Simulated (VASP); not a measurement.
**BeB3P2: single point with PBE**

The system is BeB3P2.

```
Be B P
1.0
     3.08881    1.78332    2.52200
    -3.08881    1.78332    2.52200
     0.00000   -3.56665    2.52200
Be B P
1 3 2
Direct
  0.50000 0.50000 0.50000
  0.00000 0.50000 0.00000
  0.50000 0.00000 0.00000
  0.00000 0.00000 0.50000
  0.75000 0.75000 0.75000
  0.25000 0.25000 0.25000
```

| Property | Result |
| --- | --- |
| Program | VASP 6.6.1 |
| Task | single point |
| Functional | PBE |
| Potentials or basis | VASP PAW PBE potentials, release 64 (Be, B, P) |
| Cutoff | 520 eV |
| k mesh | 4 × 4 × 4 |
| Occupations | gaussian, width 0.1 eV |
| Spin | no spin polarisation |
| Dipole correction | no |
| Further INCAR settings | ALGO = Normal; EDIFF = 1e-06; NBANDS = 20 |

```json
{
  "Pressure": "-1.5 GPa",
  "Largest force": "3.277 eV/Å"
}
```

Forces on the atoms (eV/Å):
```
Be   0.000  0.000  0.000
B    0.000  0.000  0.000
B    0.000  0.000  0.000
B    0.000  0.000  0.000
P    0.000  0.000  3.277
P    0.000  0.000 -3.277
```

Stress tensor (GPa, compression positive):
```
-7.28  0.00  0.00
 0.00 -7.28  0.00
 0.00  0.00 10.12
```

Levels at points of the mesh, in eV from the Fermi level:
```csv
k point,band 6,band 7,band 8,band 9,band 10,band 11,band 12,band 13,band 14,band 15
"(0.00, 0.00, 0.00)",-4.56,-4.56,-3.81,-2.60,-2.60,0.95,2.09,2.52,2.52,3.45
"(0.50, 0.00, 0.00)",-5.02,-4.74,-4.49,-1.17,-0.66,0.93,1.28,1.29,1.82,2.32
"(0.50, 0.50, 0.00)",-4.75,-4.64,-4.01,-1.52,-1.07,-0.61,0.03,2.15,3.11,3.41
"(0.50, 0.50, 0.50)",-6.27,-6.04,-5.65,-0.18,-0.18,0.54,3.03,3.03,4.00,4.72
```

It took 20 s on 1 thread of Intel(R) Xeon(R) Platinum 8259CL CPU @ 2.50GHz (Skylake/Cascade Lake), on a shared host, peak memory 0.17 GiB.

Caveat: forces of over 1 eV/Å act on the atoms, so gaps and moduli don't describe the material at rest.
